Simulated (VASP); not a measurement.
Y, 2 atoms in the cell. The structure is hexagonal, space group P6_3/mmc (No. 194). The conventional cell has a = 3.605 Å, b = 3.605 Å, c = 5.595 Å, α = 90.00°, β = 90.00°, γ = 120.00°. Y (site symmetry -6m2) has 12 Y at 3.49 to 3.61 Å within 4.6 Å. 

* Program: VASP 6.6.1
* Task: single point
* Functional: PBE
* Dispersion: D3(BJ)
* Potentials or basis: VASP PAW PBE potentials, release 64 (Y_sv)
* Cutoff: 520 eV
* k mesh: 15 × 15 × 8
* Occupations: gaussian, width 0.1 eV
* Spin: collinear spin
* Starting moments: [0.16, 0.16] μB
* Dipole correction: no
* Further INCAR settings: ALGO = Normal; EDIFF = 1e-06; NBANDS = 22

Potentials or basis: VASP PAW PBE potentials, release 64 (Y_sv).

Run with:

```sh
$ cat potpaw_PBE.64/Y_sv/POTCAR > POTCAR
$ mpirun -np 1 vasp_std > vasp.out
```

Hardware: 1 thread of AMD EPYC 9R14 (Zen 4), on a shared host.

Problem. How long does it take, and how much memory?

Solution. Wall time 3.7 min on 1 thread of AMD EPYC 9R14 (Zen 4), on a shared host, peak memory 0.38 GiB. Counts: scf iterations 15, k points 135.
